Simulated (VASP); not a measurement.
# BeZn2Se3 (I-4m2) in VASP: a series of runs, part 3 of 3

VASP 6.6.1. Earlier steps stand in the parts before.

## Step 6: Single point, PBE (22.65 Å³/atom)

This run uses another cell than the first one, of 22.65 Å³/atom.

Input file INCAR:

```
PREC = Accurate
ENCUT = 520
EDIFF = 1E-6
ISMEAR = 0
SIGMA = 0.02
LREAL = F
LASPH = T
NELM = 100
ALGO = Normal
ISIF = 2
LWAVE = F
LCHARG = F
GGA = PE
NBANDS = 31
```

Input file KPOINTS:

```
Automatic mesh
0
Gamma
  10 10 10
```

Input file POSCAR:

```
BeZn2Se3
1.0
   -1.9918292873      1.9918292873      8.5618123268
    1.9918292873     -1.9918292873      8.5618123268
    1.9918292873      1.9918292873     -8.5618123268
Be Zn Se
1 2 3
Direct
    0.0000000000      0.0000000000      0.0000000000
    0.6615329931      0.6615329931      0.0000000000
    0.3384670069      0.3384670069      0.0000000000
    0.4277495877      0.9277495877      0.5000000000
    0.0722504123      0.5722504123      0.5000000000
    0.7500000000      0.2500000000      0.5000000000
```

Potentials or basis: VASP PAW PBE potentials, release 64 (Be, Zn, Se).

On the command line:

```console
$ cat potpaw_PBE.64/Be/POTCAR potpaw_PBE.64/Zn/POTCAR potpaw_PBE.64/Se/POTCAR > POTCAR
$ mpirun -np 1 vasp_std > vasp.out
```

OUTCAR:

```text
PREC = Accurate
   ENCUT = 520
   EDIFF = 1E-6
   ISMEAR = 0
   LREAL = F
   LASPH = T
   NELM = 100
   ISIF = 2
   GGA = PE

 ion  position               nearest neighbor table
   1  0.000  0.000  0.000-   5 2.34   4 2.34   5 2.34   4 2.34
   2  0.662  0.662  0.000-   6 2.50   6 2.50   5 2.51   5 2.51
   3  0.338  0.338  0.000-   6 2.50   6 2.50   4 2.51   4 2.51
   4  0.428  0.928  0.500-   1 2.34   1 2.34   3 2.51   3 2.51
   5  0.072  0.572  0.500-   1 2.34   1 2.34   2 2.51   2 2.51
   6  0.750  0.250  0.500-   2 2.50   3 2.50   3 2.50   2 2.50

  LATTYP: Found a body centered tetragonal cell.
 ALAT       =     3.9836585746
 C/A-ratio  =     4.2984669326

  Lattice vectors:

 A1 = (  -1.9918292873,   1.9918292873,   8.5618123268)
 A2 = (   1.9918292873,  -1.9918292873,   8.5618123268)
 A3 = (   1.9918292873,   1.9918292873,  -8.5618123268)

Analysis of symmetry for initial positions (statically):
=====================================================================
 Subroutine PRICEL returns:
 Original cell was already a primitive cell.

 Routine SETGRP: Setting up the symmetry group for a
 body centered tetragonal supercell.

 Subroutine GETGRP returns: Found  8 space group operations
 (whereof  8 operations were pure point group operations)
 out of a pool of 16 trial point group operations.

The static configuration has the point symmetry D_2d.

Analysis of symmetry for dynamics (positions and initial velocities):
=====================================================================
 Subroutine PRICEL returns:
 Original cell was already a primitive cell.

 Routine SETGRP: Setting up the symmetry group for a
 body centered tetragonal supercell.

 Subroutine GETGRP returns: Found  8 space group operations
 (whereof  8 operations were pure point group operations)
 out of a pool of 16 trial point group operations.

The dynamic configuration has the point symmetry D_2d.

 Subroutine INISYM returns: Found  8 space group operations
 (whereof  8 operations are pure point group operations),
 and found     1 'primitive' translations

----------------------------------------------------------------------------------------

                                     Primitive cell

  volume of cell :     135.8720

  direct lattice vectors                    reciprocal lattice vectors
    -1.991829287  1.991829287  8.561812327     0.000000000  0.251025529  0.058398851
     1.991829287 -1.991829287  8.561812327     0.251025529  0.000000000  0.058398851
     1.991829287  1.991829287 -8.561812327     0.251025529  0.251025529  0.000000000

  length of vectors
     9.013290084  9.013290084  9.013290084     0.257729009  0.257729009  0.355003707

  position of ions in fractional coordinates (direct lattice)
     0.000000000  0.000000000  0.000000000
     0.661532993  0.661532993  0.000000000
     0.338467007  0.338467007  0.000000000
     0.427749588  0.927749588  0.500000000
     0.072250412  0.572250412  0.500000000
     0.750000000  0.250000000  0.500000000

  ion indices of the primitive-cell ions
   primitive index   ion index
                 1           1
                 2           2
                 3           3
                 4           4
                 5           5
                 6           6
[... 30 lines left out ...]
  0.100000  0.000000  0.000000      8.000000
  0.200000  0.000000  0.000000      8.000000
  0.300000  0.000000 -0.000000      8.000000
  0.400000 -0.000000  0.000000      8.000000
  0.500000  0.000000  0.000000      4.000000
[... 16 lines left out ...]
  0.300000  0.300000 -0.000000      8.000000
  0.400000  0.300000  0.000000     16.000000
 [... further k-points ...]
   k-points           NKPTS =    102   k-points in BZ     NKDIM =    102   number of bands    NBANDS=     31
   number of dos      NEDOS =    301   number of ions     NIONS =      6
   total plane-waves  NPLWV = 343000
   dimension x,y,z NGX =    70 NGY =   70 NGZ =   70
   dimension x,y,z NGXF=   140 NGYF=  140 NGZF=  140
   ions per type =               1   2   3
   NGX,Y,Z   is equivalent  to a cutoff of  12.91, 12.91, 12.91 a.u.
   NGXF,Y,Z  is equivalent  to a cutoff of  25.82, 25.82, 25.82 a.u.
 SYSTEM =  unknown system
   PREC   = accura    normal or accurate (medium, high low for compatibility)
   ISTART =      0    job   : 0-new  1-cont  2-samecut
   ICHARG =      2    charge: 1-file 2-atom 10-const
   ISPIN  =      1    spin polarized calculation?
   LNONCOLLINEAR =      F non collinear calculations
   LSORBIT =      F    spin-orbit coupling
   LASPH  =      T    aspherical Exc in radial PAW
   ENCUT  =  520.0 eV  38.22 Ry    6.18 a.u.  16.76 16.76 16.76*2*pi/ulx,y,z
   NELM   =    100;   NELMIN=  2; NELMDL= -5     # of ELM steps
   EDIFF  = 0.1E-05   stopping-criterion for ELM
   LREAL  =      F    real-space projection
   EDIFFG = 0.1E-04   stopping-criterion for IOM
   NSW    =      0    number of steps for IOM
   IBRION =     -1    ionic relax: 0-MD 1-quasi-New 2-CG
   NFREE  =      0    steps in history (QN), initial steepest desc. (CG)
   ISIF   =      2    stress and relaxation
   ISYM   =      2    0-nonsym 1-usesym 2-fastsym
   POTIM  = 0.5000    time-step for ionic-motion
   TEBEG  =    0.0;   TEEND  =   0.0 temperature during run
   PSTRESS=    0.0 pullay stress
   NELECT =      44.0000    total number of electrons
   NUPDOWN=      -1.0000    fix difference up-down
   EMIN   =  10.00;   EMAX   =-10.00  energy-range for DOS
   EFERMI =   0.00;   METHOD = LEGACY
   ISMEAR =     0;   SIGMA  =   0.02  broadening in eV -4-tet -1-fermi 0-gaus
   EFERMI_NEDOS =   21; number of points for ismear=-14 and -15
   IALGO  =     38    algorithm
   IMIX   =      4    mixing-type and parameters
     AMIX     =   0.40;   BMIX     =  1.00
     AMIX_MAG =   1.60;   BMIX_MAG =  1.00
  volume/ion in A,a.u.               =      22.65       152.82
  Fermi-wavevector in a.u.,A,eV,Ry     =   1.124214  2.124457 17.195827  1.263858
  Thomas-Fermi vector in A             =   2.260885
   LORBIT       =      0    0 simple, 1 ext, 2 COOP (PROOUT), +10 PAW based schemes
   GGA     = PE    functional components
   LHFCALC =     F    Hartree Fock is set to
   AEXX    =    0.0000 exact exchange contribution
   IVDW    =     0    specifies the selected vdW correction
   LEPSILON=     F    determine dielectric tensor
   LRPA    =     F    only Hartree local field effects (RPA)
 non-spin polarized calculation
 Gauss-broadening in eV      SIGMA  =   0.02
  energy-cutoff  :      520.00
  volume of cell :      135.87
 maximum number of plane-waves:      3696
 NGX is ok and might be reduce to    70
   NGX = 33   NGY = 33   NGZ = 33

 number of electron      44.0000000 magnetization

 Free energy of the ion-electron system (eV)
  ---------------------------------------------------
  ext. energy  EPLUGINS =         0.00000000
  ---------------------------------------------------
  free energy    TOTEN  =       -20.68400275 eV

  energy without entropy =      -20.68400275  energy(sigma->0) =      -20.68400275

 E-fermi :   1.6193     XC(G=0):  -9.0061

 val. band max:        1.4845734728   @ k =   0.0000   0.0000   0.0000
 cond. band min:       3.0661651023   @ k =   0.0000   0.0000   0.0000
 fundamental gap:      1.5815916295
 Fermi energy:         1.6193222833

 k-point     1 :       0.0000    0.0000    0.0000
  band No.  band energies     occupation
      1     -11.5142      2.00000
      2     -10.8357      2.00000
      3     -10.6207      2.00000
      4      -4.8520      2.00000
      5      -4.7858      2.00000
      6      -4.7858      2.00000
[... 805 lines left out ...]
     30       8.4681      0.00000
     31       8.9900      0.00000

 [... further k-points ...]

------------------------ aborting loop because EDIFF is reached ----------------------------------------

  FORCE on cell =-STRESS in cart. coord.  units (eV):
  Direction    XX          YY          ZZ          XY          YZ          ZX
  --------------------------------------------------------------------------------------
  -------------------------------------------------------------------------------------
  Total       -2.5729076     -2.5729076     -2.5753583      0.0000000      0.0000000      0.0000000
  in kB      -30.3392504    -30.3392504    -30.3681488      0.0000000      0.0000000      0.0000000
  external PRESSURE =     -30.3488832 kB  Pullay stress =       0.0000000 kB

 VOLUME and BASIS-vectors are now :
 -----------------------------------------------------------------------------
  energy-cutoff  :      520.00
  volume of cell :      135.87
      direct lattice vectors                 reciprocal lattice vectors
    -1.991829287  1.991829287  8.561812327     0.000000000  0.251025529  0.058398851
     1.991829287 -1.991829287  8.561812327     0.251025529  0.000000000  0.058398851
     1.991829287  1.991829287 -8.561812327     0.251025529  0.251025529  0.000000000

 POSITION                                       TOTAL-FORCE (eV/Angst)
 -----------------------------------------------------------------------------------
      0.00000      0.00000      0.00000         0.000000     -0.000000      0.000000
      0.00000      0.00000     11.32784        -0.000000      0.000000     -0.001157
      0.00000      0.00000      5.79578        -0.000000      0.000000      0.001157
      1.99183      0.00000      7.32462        -0.000000     -0.000000      0.012314
      1.99183      0.00000      1.23719         0.000000      0.000000     -0.012314
     -0.00000      1.99183      4.28091         0.000000     -0.000000     -0.000000
 -----------------------------------------------------------------------------------
    total drift:                                0.000001     -0.000001      0.000000

  FREE ENERGIE OF THE ION-ELECTRON SYSTEM (eV)
  ---------------------------------------------------
  free  energy   TOTEN  =       -20.6840027550 eV

  energy  without entropy=      -20.6840027550  energy(sigma->0) =      -20.68400275
```

OSZICAR:

```text
N       E                     dE             d eps       ncg     rms          rms(c)
DAV:   1     0.295109533921E+03    0.29511E+03   -0.19625E+04  6324   0.148E+03
DAV:   2     0.115346569631E+02   -0.28357E+03   -0.26978E+03  6488   0.331E+02
DAV:   3    -0.205400523268E+02   -0.32075E+02   -0.31642E+02  7694   0.110E+02
DAV:   4    -0.214199186272E+02   -0.87987E+00   -0.87817E+00  7497   0.184E+01
DAV:   5    -0.214282547842E+02   -0.83362E-02   -0.83351E-02  7665   0.173E+00    0.659E+00
DAV:   6    -0.207143171130E+02    0.71394E+00   -0.15466E+00  9213   0.324E+01    0.505E+00
DAV:   7    -0.206792490056E+02    0.35068E-01   -0.94167E-01  7640   0.519E+00    0.197E+00
DAV:   8    -0.206823152405E+02   -0.30662E-02   -0.38764E-02  7366   0.194E+00    0.577E-01
DAV:   9    -0.206836322899E+02   -0.13170E-02   -0.79451E-03  7867   0.121E+00    0.116E-01
DAV:  10    -0.206837704457E+02   -0.13816E-03   -0.13293E-03  7688   0.501E-01    0.623E-02
DAV:  11    -0.206839777252E+02   -0.20728E-03   -0.48792E-04  7297   0.130E-01    0.185E-02
DAV:  12    -0.206839926721E+02   -0.14947E-04   -0.25244E-05  7790   0.427E-02    0.126E-02
DAV:  13    -0.206840022332E+02   -0.95611E-05   -0.21091E-05  7041   0.373E-02    0.352E-03
DAV:  14    -0.206840027550E+02   -0.52179E-06   -0.27455E-06  7037   0.206E-02
   1 F= -.20684003E+02 E0= -.20684003E+02  d E =-.435900E-24
```

stdout:

```text
POSCAR found type information on POSCAR BeZnSe
 POSCAR found :  3 types and       6 ions
 scaLAPACK will be used
 LDA part: xc-table for (Slater+PW92), standard interpolation
 POSCAR, INCAR and KPOINTS ok, starting setup
 FFT: planning ... GRIDC
 FFT: planning ... GRID_SOFT
 FFT: planning ... GRID
 WAVECAR not read
 entering main loop
```

It took 45 min on 1 thread of Oxide Virtual Turin-like, shared host; peak memory 0.9 GiB.

What came out:

```
Free energy            : -20.6840 eV
Pressure               : -3.0 GPa
Largest force          : 0.012 eV/Å
Band gap on the k mesh : 1.58 eV
```

Forces in eV/Å, atoms in the order of the input:
```
Be   0.000  0.000  0.000
Zn   0.000  0.000 -0.001
Zn   0.000  0.000  0.001
Se   0.000  0.000  0.012
Se   0.000  0.000 -0.012
Se   0.000  0.000  0.000
```

Levels at points of the mesh, in eV from the valence-band top:
| k point | band 18 | band 19 | band 20 | band 21 | band 22 | band 23 | band 24 | band 25 | band 26 | band 27 |
| --- | --- | --- | --- | --- | --- | --- | --- | --- | --- | --- |
| (0.00, 0.00, 0.00) | -1.35 | -1.35 | -0.20 | 0.00 | 0.00 | 1.58 | 3.04 | 3.74 | 4.07 | 4.29 |
| (0.50, 0.00, 0.00) | -1.94 | -1.54 | -0.90 | -0.67 | -0.56 | 2.66 | 3.79 | 3.85 | 5.73 | 5.91 |
| (0.50, 0.50, 0.00) | -2.63 | -2.46 | -2.44 | -2.06 | -2.05 | 2.97 | 3.33 | 4.43 | 4.46 | 4.54 |
| (0.50, 0.50, 0.50) | -1.62 | -0.81 | -0.81 | -0.48 | -0.48 | 2.74 | 3.38 | 3.55 | 3.84 | 4.39 |

Caveat: the cell stands under tension. A k mesh can miss the band edges.

## Step 7: Summary

```tsv
cell	gap on the mesh (eV)	pressure (GPa)	largest force (eV/Å)
a = 8.676 Å, angles 154.5, 154.5, 36.3°, 6 atoms, atomic positions A	2.11	4.7	0.01
a = 8.761 Å, angles 154.5, 154.5, 36.4°, 6 atoms, atomic positions A	1.97	2.3	0.01
a = 8.847 Å, angles 154.5, 154.5, 36.4°, 6 atoms, atomic positions A	1.83	0.2	0.01
a = 8.932 Å, angles 154.5, 154.5, 36.4°, 6 atoms, atomic positions A	1.70	-1.5	0.02
a = 9.013 Å, angles 154.5, 154.5, 36.4°, 6 atoms, atomic positions B	1.58	-3.0	0.01
```

Alike in all rows: task single point; level PBE; potentials or basis VASP PAW PBE potentials, release 64 (Be, Zn, Se); no spin polarisation; k mesh 10 × 10 × 10; cutoff (eV) 520; smearing gaussian 0.02 eV.

Caveats: the cell stands under pressure (at least some runs); the cell stands under tension (at least some runs).

Total energies depend on the potentials used, so only differences within one code and one set of settings carry meaning.
